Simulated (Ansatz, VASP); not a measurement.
# CdS in VASP and in Ansatz

The input INCAR:

```
SYSTEM = CdS
PREC = Accurate
ENCUT = 500
EDIFF = 1E-6
ISMEAR = 0
SIGMA = 0.02
LREAL = .False.
LASPH = .True.
NELM = 120
ALGO = Normal
ISIF = 2
LWAVE = .False.
LCHARG = .True.
GGA = CA
LELF = .True.
LVHAR = .True.
NBANDS = 16
GGA_COMPAT = .False.
```

KPOINTS

```
regular mesh
0
Gamma
  8 8 8
  0 0 0
```

The input POSCAR:

```
CdS
1.0
    0.0000000000      2.8782482531      2.8782482531
    2.8782482531      0.0000000000      2.8782482531
    2.8782482531      2.8782482531      0.0000000000
Cd S
1 1
Direct
    0.0000000000      0.0000000000      0.0000000000
    0.2500000000      0.2500000000      0.2500000000
```

Input for Ansatz:

```yaml
crystal:
  lattice:
    - [0.0, 2.8782482531, 2.8782482531]
    - [2.8782482531, 0.0, 2.8782482531]
    - [2.8782482531, 2.8782482531, 0.0]
  atoms:
    - { symbol: Cd, position: [0.0, 0.0, 0.0] }
    - { symbol: S, position: [0.25, 0.25, 0.25] }
basis:
  ecutwfc: 420
kpoints:
  mp_grid: { grid: [8, 8, 8] }
  band_path:
    path:
      - [[0.0, 0.0, 0.0], [-0.5, -0.5, 0.0], [-0.375, -0.375, 0.25]]
      - [[-0.375, 0.0, 0.375], [0.0, 0.0, 0.0], [0.0, 0.0, 0.5], [-0.5, -0.25, 0.25], [-0.5, -0.5, 0.0]]
    npoints: 10
hamiltonian:
  xc: lda
  pseudopotentials: { kind: paw, azcp: { folder: soft_1 } }
scf:
  occupations: { method: gaussian, width: 0.02 }
  n_extra_bands: 7
output:
  forces: true
  stress: true
  eigenvalues: true
```

Alike in both runs: task single point; functional LDA; k mesh 8 × 8 × 8; occupations gaussian, width 0.02 eV; no spin polarisation.

|  | VASP | Ansatz |
| --- | --- | --- |
| version | VASP 6.6.1 | Ansatz 0.2.0 |
| potentials or method | VASP PAW LDA potentials, release 64 (Cd, S), cutoff 500 eV | scalar-relativistic, plane waves, PAW |
| valence electrons in the cell | 18 | 26 |

|  | VASP | Ansatz | Ansatz less VASP |
| --- | --- | --- | --- |
| gap on the k mesh at the Fermi level (eV) | 0.98 | 0.95 | -0.030 |
| least direct gap on the mesh (eV) | 0.98 | 0.95 | -0.030 |
| pressure (GPa) | 0.6 | 0.0 | -0.54 |

Ansatz warns that its potentials were made for another functional, while VASP's fit it. LDA's correlation is that of Perdew and Zunger in VASP and of Perdew and Wang (1992) in Ansatz. VASP's potentials hold 18 valence electrons a cell and Ansatz's 26, so a difference there can come from the potentials and not from the codes.
